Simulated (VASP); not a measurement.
A run of VASP 6.6.1:

The input INCAR:

```
PREC     = Accurate       # precision mode
ENCUT    = 600            # plane-wave cutoff, eV
EDIFF    = 1E-7           # SCF threshold, eV
ISMEAR   = 0              # smearing method
SIGMA    = 0.1            # smearing width, eV
LREAL    = False          # projectors in reciprocal space
LASPH    = True           # aspherical terms in the spheres
NELM     = 80             # most SCF steps
ALGO     = Normal         # electronic algorithm
ISIF     = 4              # what is computed and relaxed
LWAVE    = False          # write WAVECAR
LCHARG   = False          # write CHGCAR
GGA      = PS             # functional
IBRION   = 2              # ionic algorithm
NSW      = 50             # ionic steps
EDIFFG   = -0.01          # ionic threshold
```

KPOINTS

```
regular mesh
0
Gamma
  18 18 18
```

The input POSCAR:

```
TaAs
1.0
   -1.6679254556      1.6679254556      5.5673779226
    1.6679254556     -1.6679254556      5.5673779226
    1.6679254556      1.6679254556     -5.5673779226
Ta As
2 2
Direct
    0.5007974923      1.0007974923      0.5000000000
    0.7507974923      0.7507974923      0.0000000000
    0.0818019277      0.5818019277      0.5000000000
    0.3318019277      0.3318019277      0.0000000000
```

Potentials or basis: VASP PAW PBE potentials, release 64 (Ta_pv, As).

Command:

```bash
$ cat potpaw_PBE.64/Ta_pv/POTCAR potpaw_PBE.64/As/POTCAR > POTCAR
$ mpirun -np 1 vasp_std > vasp.out
```

Hardware: 1 thread of Intel(R) Xeon(R) 6975P-C (Granite Rapids), with other jobs on the host.

**Question.** How long does it take, and how much memory?

**Answer.** It took 34 min on 1 thread of Intel(R) Xeon(R) 6975P-C (Granite Rapids) (shared host), peak memory 0.88 GiB. Counts: scf iterations 36, k points 480, ion steps 5.
